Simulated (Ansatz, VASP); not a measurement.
## One calculation of NaSrYWO6, two programs

Contents of INCAR:

```
PREC     = Accurate       # precision mode
ENCUT    = 520            # plane-wave cutoff, eV
EDIFF    = 1E-6           # SCF threshold, eV
ISMEAR   = 0              # smearing method
SIGMA    = 0.02           # smearing width, eV
LREAL    = F              # projectors in reciprocal space
LASPH    = T              # aspherical terms in the spheres
NELM     = 80             # most SCF steps
ALGO     = Normal         # electronic algorithm
ISIF     = 2              # what is computed and relaxed
LWAVE    = F              # write WAVECAR
LCHARG   = T              # write CHGCAR
GGA      = PE             # functional
LELF     = T              # ELF
LVHAR    = T            
NBANDS   = 50             # bands
```

The input KPOINTS:

```
regular mesh
0
Gamma
  6 6 6
```

File POSCAR:

```
NaSrYWO6
1.0
    0.0000000000      4.1720183400      4.1720183400
    4.1720183400      0.0000000000      4.1720183400
    4.1720183400      4.1720183400      0.0000000000
Na Sr Y W O
1 1 1 1 6
Direct
    0.2500000000      0.2500000000      0.2500000000
    0.7500000000      0.7500000000      0.7500000000
    0.4946069269      0.5053930731      0.5053930731
    0.0000000000      0.0000000000      0.0000000000
    0.7666654300      0.2333345700      0.2333345700
    0.2333345700      0.7666654300      0.7666654300
    0.7666654300      0.7666654300      0.2333345700
    0.2333345700      0.2333345700      0.7666654300
    0.2333345700      0.7666654300      0.2333345700
    0.7666654300      0.2333345700      0.7666654300
```

Input for Ansatz:

```yaml
crystal:
  lattice:
    - [0.0, 4.17201834, 4.17201834]
    - [4.17201834, 0.0, 4.17201834]
    - [4.17201834, 4.17201834, 0.0]
  atoms:
    - { symbol: Na, position: [0.25, 0.25, 0.25] }
    - { symbol: Sr, position: [0.75, 0.75, 0.75] }
    - { symbol: "Y", position: [0.4946069269, 0.5053930731, 0.5053930731] }
    - { symbol: W, position: [0.0, 0.0, 0.0] }
    - { symbol: O, position: [0.76666543, 0.23333457, 0.23333457] }
    - { symbol: O, position: [0.23333457, 0.76666543, 0.76666543] }
    - { symbol: O, position: [0.76666543, 0.76666543, 0.23333457] }
    - { symbol: O, position: [0.23333457, 0.23333457, 0.76666543] }
    - { symbol: O, position: [0.23333457, 0.76666543, 0.23333457] }
    - { symbol: O, position: [0.76666543, 0.23333457, 0.76666543] }
basis:
  ecutwfc: 420
kpoints:
  mp_grid: { grid: [6, 6, 6] }
hamiltonian:
  xc: pbe
scf:
  occupations: { method: gaussian, width: 0.02 }
output:
  forces: true
  stress: true
  eigenvalues: true
```

Change from the starting cell: one atom moved.

Alike in both runs: task single point; functional PBE; k mesh 6 × 6 × 6; occupations gaussian, width 0.02 eV; no spin polarisation.

```csv
,VASP,Ansatz
version,VASP 6.6.1,Ansatz 0.2.0
potentials or method,"VASP PAW PBE potentials, release 64 (Na_pv, Sr_sv, Y_sv, W_sv, O), cutoff 520 eV","scalar-relativistic, plane waves, PAW"
valence electrons in the cell,78,80
```

Ansatz gave:

- gap on the k mesh at the Fermi level (eV): 2.43
- least direct gap on the mesh (eV): 2.46
- pressure (GPa): -3.1
- traceless stress, the component that is largest in VASP (GPa): 0.18
- rms of the force components (eV/Å): 0.258

Task: Estimate VASP's values.

Result: gap on the k mesh at the Fermi level (eV): 2.42; least direct gap on the mesh (eV): 2.44; pressure (GPa): -2.6; traceless stress, the component that is largest in VASP (GPa): 0.18; rms of the force components (eV/Å): 0.208.

Atom by atom the forces differ by 0.069 eV/Å (rms over components). VASP's potentials hold 78 valence electrons a cell and Ansatz's 80, so a difference there can come from the potentials and not from the codes.

Spin-orbit coupling is off throughout.
